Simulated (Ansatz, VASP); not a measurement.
## Two plane-wave programs on Si

```xyz
63
Lattice="10.8600 0.0000 0.0000 0.0000 10.8600 0.0000 0.0000 0.0000 10.8600" Properties=species:S:1:pos:R:3 pbc="T T T"
Si    5.4213   -0.0087   -0.0035
Si    6.7875    1.3575    1.3575
Si    8.1537    2.7237   -0.0035
Si    9.5242    4.0942    1.3713
Si    8.1537   -0.0087    2.7185
Si    9.5045    1.3553    4.0705
Si    0.0039    0.0033    0.0039
Si    1.3575    1.3575    1.3575
Si    2.7111    2.7117    0.0039
Si    4.0508    4.0942    1.3437
Si    5.4333    5.4339    0.0039
Si    6.7875    6.7875    1.3575
Si    8.1417    8.1411    0.0039
Si    9.5242    9.4808    1.3437
Si    2.7111    0.0033    2.7111
Si    4.0705    1.3597    4.0705
Si    5.4213    2.7237    2.7185
Si    6.7853    4.0745    4.0705
Si    8.1417    5.4339    2.7111
Si    9.5242    6.7737    4.0508
Si    5.4321    0.0021    5.4321
Si    6.7875    1.3575    6.7875
Si    8.1429    2.7129    5.4321
Si    9.5045    4.0745    6.7897
Si    8.1429    0.0021    8.1429
Si    9.5045    1.3597    9.5045
Si    0.0324    5.4624    0.0324
Si    2.6826    8.1126    0.0324
Si    4.0508    9.4808    1.3713
Si    0.0039    2.7117    2.7111
Si    1.3437    4.0942    4.0508
Si    2.6826    5.4624    2.6826
Si    4.0508    6.8013    4.0508
Si    5.4333    8.1411    2.7111
Si    6.7897    9.5005    4.0705
Si   -0.0035   -0.0087    5.4213
Si    1.3575    1.3575    6.7875
Si    2.7185    2.7237    5.4213
Si    4.0705    4.0745    6.7853
Si    5.4213    5.4265    5.4213
Si    6.7875    6.7875    6.7875
Si    8.1537    8.1485    5.4213
Si    9.5045    9.5005    6.7853
Si    2.7185   -0.0087    8.1537
Si    4.0705    1.3553    9.5045
Si    5.4321    2.7129    8.1429
Si    6.7897    4.0745    9.5045
Si    8.1537    5.4265    8.1537
Si    9.5242    6.8013    9.5242
Si    0.0324    8.1126    2.6826
Si    1.3713    9.4808    4.0508
Si    0.0039    5.4339    5.4333
Si    1.3575    6.7875    6.7875
Si    2.7111    8.1411    5.4333
Si    4.0705    9.5005    6.7897
Si   -0.0035    2.7237    8.1537
Si    1.3713    4.0942    9.5242
Si    2.7111    5.4339    8.1417
Si    4.0508    6.7737    9.5242
Si    5.4213    8.1485    8.1537
Si    6.7853    9.5005    9.5045
Si    0.0039    8.1411    8.1417
Si    1.3437    9.4808    9.5242
```

Alike in both runs: functional PBEsol; k mesh 1 × 1 × 1; occupations fermi-dirac, width 0.02 eV; no spin polarisation.

Ansatz relaxed the structure, and its values are those at the end. VASP's run is a single point on that final structure, the one shown.

```csv
,VASP,Ansatz
version,VASP 6.6.1,Ansatz 0.2.0
potentials or method,"VASP PAW PBE potentials, release 64 (Si), cutoff 520 eV","scalar-relativistic, plane waves, PAW"
valence electrons in the cell,252,252
```

```tsv
	VASP	Ansatz	Ansatz less VASP
rms of the force components (eV/Å)	0.008	0.006	-0.0014
```

VASP's potentials were made for PBE, not for PBEsol, and Ansatz warns of the same on its side.
